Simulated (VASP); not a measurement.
# CdF2 (Fm-3m) in VASP: single point with HSE06

Aim: the single point of CdF2 with HSE06.

Program: VASP 6.6.1. These are calculated values, not measurements. Logs are shortened: lines on timing, memory, paths and dates and some standing lists are left out, and cuts for length are marked.

### Step 1. The cell of the first run

The structure is cubic, space group Fm-3m (No. 225). The conventional cell has a = 5.365 Å, b = 5.365 Å, c = 5.365 Å, α = 90.00°, β = 90.00°, γ = 90.00°. Within 3.1 Å of Cd (site symmetry m-3m) lie 8 F at 2.32 Å. Within 3.1 Å of F (site symmetry -43m) lie 4 Cd at 2.32 Å and 6 F at 2.68 Å.

### Step 2. Single point, HSE06

POSCAR reads:

```
CdF2
1.0
    0.0000000000      2.6825809990      2.6825809990
    2.6825809990      0.0000000000      2.6825809990
    2.6825809990      2.6825809990      0.0000000000
Cd F
1 2
Direct
    0.0000000000      0.0000000000      0.0000000000
    0.2500000000      0.2500000000      0.2500000000
    0.7500000000      0.7500000000      0.7500000000
```

INCAR.step1 reads:

```
SYSTEM = CdF2
ALGO = Normal ; EDIFF = 1E-5
ENCUT = 520 ; GGA = PE
GGA_COMPAT = .FALSE. ; ISIF = 2
ISMEAR = 0 ; LASPH = .TRUE.
LCHARG = .FALSE. ; LREAL = .FALSE.
LWAVE = .TRUE. ; NBANDS = 24
NELM = 120 ; PREC = Accurate
SIGMA = 0.01
```

INCAR.step2 reads:

```
SYSTEM = CdF2
ALGO = Normal ; EDIFF = 1E-6
ENCUT = 520 ; GGA = PE
GGA_COMPAT = .FALSE. ; HFSCREEN = 0.2079
ISIF = 2 ; ISMEAR = 0
ISTART = 1 ; LASPH = .TRUE.
LCHARG = .FALSE. ; LHFCALC = .TRUE.
LREAL = .FALSE. ; LWAVE = .FALSE.
NBANDS = 24 ; NELM = 120
PREC = Accurate ; PRECFOCK = Normal
SIGMA = 0.01
```

KPOINTS reads:

```
k-points
0
G
  4 4 4
  0 0 0
```

Potentials or basis: VASP PAW PBE potentials, release 64 (Cd_sv_GW, F).

Command:

```sh
$ cat potpaw_PBE.64/Cd_sv_GW/POTCAR potpaw_PBE.64/F/POTCAR > POTCAR
$ cp INCAR.step1 INCAR
$ mpirun -np 1 vasp_std > vasp.out
$ cp INCAR.step2 INCAR
$ mpirun -np 1 vasp_std > vasp.out
```

OUTCAR:

```text
SYSTEM = CdF2
   EDIFF = 1E-6
   ENCUT = 520
   GGA = PE
   HFSCREEN = 0.2079
   ISIF = 2
   ISMEAR = 0
   ISTART = 1
   LASPH = .TRUE.
   LHFCALC = .TRUE.
   LREAL = .FALSE.
   NELM = 120
   PREC = Accurate
   PRECFOCK = Normal

 ion  position               nearest neighbor table
   1  0.000  0.000  0.000-
   2  0.250  0.250  0.250-
   3  0.750  0.750  0.750-

  LATTYP: Found a face centered cubic cell.
 ALAT       =     5.3651619980

  Lattice vectors:

 A1 = (   0.0000000000,   2.6825809990,   2.6825809990)
 A2 = (   2.6825809990,   0.0000000000,   2.6825809990)
 A3 = (   2.6825809990,   2.6825809990,   0.0000000000)

Analysis of symmetry for initial positions (statically):
=====================================================================
 Subroutine PRICEL returns:
 Original cell was already a primitive cell.

 Routine SETGRP: Setting up the symmetry group for a
 face centered cubic supercell.

 Subroutine GETGRP returns: Found 48 space group operations
 (whereof 48 operations were pure point group operations)
 out of a pool of 48 trial point group operations.

The static configuration has the point symmetry O_h .

Analysis of symmetry for dynamics (positions and initial velocities):
=====================================================================
 Subroutine PRICEL returns:
 Original cell was already a primitive cell.

 Routine SETGRP: Setting up the symmetry group for a
 face centered cubic supercell.

 Subroutine GETGRP returns: Found 48 space group operations
 (whereof 48 operations were pure point group operations)
 out of a pool of 48 trial point group operations.

The dynamic configuration has the point symmetry O_h .

 Subroutine INISYM returns: Found 48 space group operations
 (whereof 48 operations are pure point group operations),
 and found     1 'primitive' translations

----------------------------------------------------------------------------------------

                                     Primitive cell

  volume of cell :      38.6090

  direct lattice vectors                    reciprocal lattice vectors
     0.000000000  2.682580999  2.682580999    -0.186387662  0.186387662  0.186387662
     2.682580999  0.000000000  2.682580999     0.186387662 -0.186387662  0.186387662
     2.682580999  2.682580999  0.000000000     0.186387662  0.186387662 -0.186387662

  length of vectors
     3.793742431  3.793742431  3.793742431     0.322832900  0.322832900  0.322832900

  position of ions in fractional coordinates (direct lattice)
     0.000000000  0.000000000  0.000000000
     0.250000000  0.250000000  0.250000000
     0.750000000  0.750000000  0.750000000

  ion indices of the primitive-cell ions
   primitive index   ion index
                 1           1
                 2           2
                 3           3

----------------------------------------------------------------------------------------

 KPOINTS: k-points

Automatic generation of k-mesh.
 Grid dimensions read from file:
 generate k-points for:    4    4    4

 Generating k-lattice:

  Cartesian coordinates                     Fractional coordinates (reciprocal lattice)
    -0.046596915  0.046596915  0.046596915     0.250000000  0.000000000  0.000000000
     0.046596915 -0.046596915  0.046596915     0.000000000  0.250000000  0.000000000
     0.046596915  0.046596915 -0.046596915     0.000000000  0.000000000  0.250000000

  Length of vectors
     0.080708225  0.080708225  0.080708225

  Shift w.r.t. Gamma in fractional coordinates (k-lattice)
     0.000000000  0.000000000  0.000000000

 Subroutine IBZKPT returns following result:
 ===========================================

 Found      8 irreducible k-points:

 Following reciprocal coordinates:
            Coordinates               Weight
  0.000000  0.000000  0.000000      1.000000
  0.250000  0.000000  0.000000      8.000000
  0.500000  0.000000  0.000000      4.000000
  0.250000  0.250000  0.000000      6.000000
  0.500000  0.250000  0.000000     24.000000
 -0.250000  0.250000  0.000000     12.000000
  0.500000  0.500000  0.000000      3.000000
 -0.250000  0.500000  0.250000      6.000000
   k-points           NKPTS =      8   k-points in BZ     NKDIM =     64   number of bands    NBANDS=     24
   number of dos      NEDOS =    301   number of ions     NIONS =      3
   total plane-waves  NPLWV =  21952
   dimension x,y,z NGX =    28 NGY =   28 NGZ =   28
   dimension x,y,z NGXF=    56 NGYF=   56 NGZF=   56
   ions per type =               1   2
   NGX,Y,Z   is equivalent  to a cutoff of  12.27, 12.27, 12.27 a.u.
   NGXF,Y,Z  is equivalent  to a cutoff of  24.54, 24.54, 24.54 a.u.
 SYSTEM =  CdF2
   PREC   = accura    normal or accurate (medium, high low for compatibility)
   ISTART =      1    job   : 0-new  1-cont  2-samecut
   ICHARG =      0    charge: 1-file 2-atom 10-const
   ISPIN  =      1    spin polarized calculation?
   LNONCOLLINEAR =      F non collinear calculations
   LSORBIT =      F    spin-orbit coupling
   LASPH  =      T    aspherical Exc in radial PAW
   ENCUT  =  520.0 eV  38.22 Ry    6.18 a.u.   7.05  7.05  7.05*2*pi/ulx,y,z
   NELM   =    120;   NELMIN=  2; NELMDL=  0     # of ELM steps
   EDIFF  = 0.1E-05   stopping-criterion for ELM
   LREAL  =      F    real-space projection
   EDIFFG = 0.1E-04   stopping-criterion for IOM
   NSW    =      0    number of steps for IOM
   IBRION =     -1    ionic relax: 0-MD 1-quasi-New 2-CG
   NFREE  =      0    steps in history (QN), initial steepest desc. (CG)
   ISIF   =      2    stress and relaxation
   ISYM   =      3    0-nonsym 1-usesym 2-fastsym
   POTIM  = 0.5000    time-step for ionic-motion
   TEBEG  =    0.0;   TEEND  =   0.0 temperature during run
   PSTRESS=    0.0 pullay stress
   NELECT =      34.0000    total number of electrons
   NUPDOWN=      -1.0000    fix difference up-down
   EMIN   =  10.00;   EMAX   =-10.00  energy-range for DOS
   EFERMI =   0.00;   METHOD = LEGACY
   ISMEAR =     0;   SIGMA  =   0.01  broadening in eV -4-tet -1-fermi 0-gaus
   EFERMI_NEDOS =   21; number of points for ismear=-14 and -15
   IALGO  =     38    algorithm
   IMIX   =      1    mixing-type and parameters
     AMIX     =   0.40;   BMIX     =  1.00
     AMIX_MAG =   1.60;   BMIX_MAG =  1.00
  volume/ion in A,a.u.               =      12.87        86.85
  Fermi-wavevector in a.u.,A,eV,Ry     =   1.569176  2.965312 33.501802  2.462313
  Thomas-Fermi vector in A             =   2.671097
   LORBIT       =      0    0 simple, 1 ext, 2 COOP (PROOUT), +10 PAW based schemes
   GGA     = PE    functional components
   LHFCALC =     T    Hartree Fock is set to
   PRECFOCK=normal    Normal, Fast or Accurate (Low or Medium for compatibility)
   ENCUT4O =  -1.0   cutoff for four orbital integrals eV
   NKREDX  =     1    reduce k-point grid by
   NKREDY  =     1    reduce k-point grid by
   NKREDZ  =     1    reduce k-point grid by
   AEXX    =    0.2500 exact exchange contribution
   HFSCREEN=    0.2079 screening length (either q_TF or 0.3 A-1)
   HFSCREENC=   0.2079 screening length for correlation (either q_TF or 0.3 A-1)
   ENCUTFOCK=  -1.0 apply spherical cutoff to Coloumb kernel
   IVDW    =     0    specifies the selected vdW correction
   LEPSILON=     F    determine dielectric tensor
   LRPA    =     F    only Hartree local field effects (RPA)
 non-spin polarized calculation
 Gauss-broadening in eV      SIGMA  =   0.01
  energy-cutoff  :      520.00
  volume of cell :       38.61
 maximum number of plane-waves:      1056
  NGX = 24; NGY = 24; NGZ = 24

 number of electron      33.9999986 magnetization

 Free energy of the ion-electron system (eV)
  ---------------------------------------------------
  ext. energy  EPLUGINS =         0.00000000
  ---------------------------------------------------
  free energy    TOTEN  =       -14.47364702 eV

  energy without entropy =      -14.47364702  energy(sigma->0) =      -14.47364702

 E-fermi :  -0.4281     XC(G=0):  -8.6614

 val. band max:       -0.7839285235   @ k =  -0.2500   0.5000   0.2500
 cond. band min:       4.4531510458   @ k =   0.0000   0.0000   0.0000
 fundamental gap:      5.2370795694
 Fermi energy:        -0.4280507467

 k-point     1 :       0.0000    0.0000    0.0000
  band No.  band energies     occupation
      1    -103.4155      2.00000
      2     -63.2047      2.00000
      3     -63.2047      2.00000
      4     -63.2046      2.00000
      5     -23.3138      2.00000
      6     -22.1452      2.00000
[... 16 lines left out ...]
     23      21.5027      0.00000
     24      21.5027      0.00000

 k-point     2 :       0.2500    0.0000    0.0000
  band No.  band energies     occupation
      1    -103.4154      2.00000
      2     -63.2064      2.00000
      3     -63.2046      2.00000
      4     -63.2046      2.00000
      5     -23.1184      2.00000
      6     -22.3183      2.00000
[... 16 lines left out ...]
     23      20.4460      0.00000
     24      21.2860      0.00000

 k-point     3 :       0.5000    0.0000    0.0000
  band No.  band energies     occupation
      1    -103.4156      2.00000
      2     -63.2089      2.00000
      3     -63.2055      2.00000
      4     -63.2055      2.00000
      5     -22.7446      2.00000
      6     -22.6646      2.00000
[... 16 lines left out ...]
     23      19.7770      0.00000
     24      20.2754      0.00000

 k-point     4 :       0.2500    0.2500    0.0000
  band No.  band energies     occupation
      1    -103.4153      2.00000
      2     -63.2065      2.00000
      3     -63.2048      2.00000
      4     -63.2048      2.00000
      5     -23.0736      2.00000
      6     -22.3469      2.00000
[... 16 lines left out ...]
     23      21.8946      0.00000
     24      23.1874      0.00000

 k-point     5 :       0.5000    0.2500    0.0000
  band No.  band energies     occupation
      1    -103.4154      2.00000
      2     -63.2077      2.00000
      3     -63.2063      2.00000
      4     -63.2054      2.00000
      5     -22.8054      2.00000
      6     -22.5766      2.00000
[... 16 lines left out ...]
     23      21.4599      0.00000
     24      22.9695      0.00000

 k-point     6 :      -0.2500    0.2500    0.0000
  band No.  band energies     occupation
      1    -103.4155      2.00000
      2     -63.2074      2.00000
      3     -63.2064      2.00000
      4     -63.2056      2.00000
      5     -22.8823      2.00000
      6     -22.5182      2.00000
[... 16 lines left out ...]
     23      19.6971      0.00000
     24      23.8998      0.00000

 k-point     7 :       0.5000    0.5000    0.0000
  band No.  band energies     occupation
      1    -103.4154      2.00000
      2     -63.2080      2.00000
      3     -63.2058      2.00000
      4     -63.2058      2.00000
      5     -22.8172      2.00000
      6     -22.5393      2.00000
[... 16 lines left out ...]
     23      21.1850      0.00000
     24      22.4845      0.00000

 k-point     8 :      -0.2500    0.5000    0.2500
  band No.  band energies     occupation
      1    -103.4155      2.00000
      2     -63.2073      2.00000
      3     -63.2073      2.00000
      4     -63.2063      2.00000
      5     -22.6812      2.00000
      6     -22.6812      2.00000
[... 16 lines left out ...]
     23      20.8240      0.00000
     24      22.7585      0.00000

------------------------ aborting loop because EDIFF is reached ----------------------------------------

  FORCE on cell =-STRESS in cart. coord.  units (eV):
  Direction    XX          YY          ZZ          XY          YZ          ZX
  --------------------------------------------------------------------------------------
  -------------------------------------------------------------------------------------
  Total        0.3727128      0.3727128      0.3727128     -0.0000000     -0.0000000      0.0000000
  in kB       15.4666521     15.4666521     15.4666521     -0.0000000     -0.0000000      0.0000000
  external PRESSURE =      15.4666521 kB  Pullay stress =       0.0000000 kB

 VOLUME and BASIS-vectors are now :
 -----------------------------------------------------------------------------
  energy-cutoff  :      520.00
  volume of cell :       38.61
      direct lattice vectors                 reciprocal lattice vectors
     0.000000000  2.682580999  2.682580999    -0.186387662  0.186387662  0.186387662
     2.682580999  0.000000000  2.682580999     0.186387662 -0.186387662  0.186387662
     2.682580999  2.682580999  0.000000000     0.186387662  0.186387662 -0.186387662

 POSITION                                       TOTAL-FORCE (eV/Angst)
 -----------------------------------------------------------------------------------
      0.00000      0.00000      0.00000        -0.000000     -0.000000      0.000000
      1.34129      1.34129      1.34129         0.000000      0.000000      0.000000
      4.02387      4.02387      4.02387        -0.000000     -0.000000     -0.000000
 -----------------------------------------------------------------------------------
    total drift:                               -0.000000      0.000001      0.000000

  FREE ENERGIE OF THE ION-ELECTRON SYSTEM (eV)
  ---------------------------------------------------
  free  energy   TOTEN  =       -14.4736470249 eV

  energy  without entropy=      -14.4736470249  energy(sigma->0) =      -14.47364702
```

Run time: 10 min. Hardware: 1 thread of Intel Xeon 6975P-C (Granite Rapids), shared host; peak memory 0.27 GiB.

What came out:

- Free energy: -14.4736 eV
- Pressure: 1.5 GPa
- Band gap on the k mesh: 5.24 eV (least direct gap 5.81 eV)

Levels at points of the mesh, in eV from the valence-band top:
```csv
k point,band 14,band 15,band 16,band 17,band 18,band 19,band 20,band 21
"(0.00, 0.00, 0.00)",-1.05,-0.57,-0.57,-0.57,5.24,15.04,15.04,15.04
"(0.50, 0.00, 0.00)",-1.98,-1.98,-0.45,-0.45,9.63,11.28,17.13,17.13
"(0.50, 0.50, 0.00)",-3.18,-0.57,-0.10,-0.10,10.56,11.98,13.93,16.93
```

Caveat: the k points lie up to 0.51 Å⁻¹ apart; the PAW data sets were made with another functional, which shifts forces and pressure a little. A k mesh can miss the band edges.
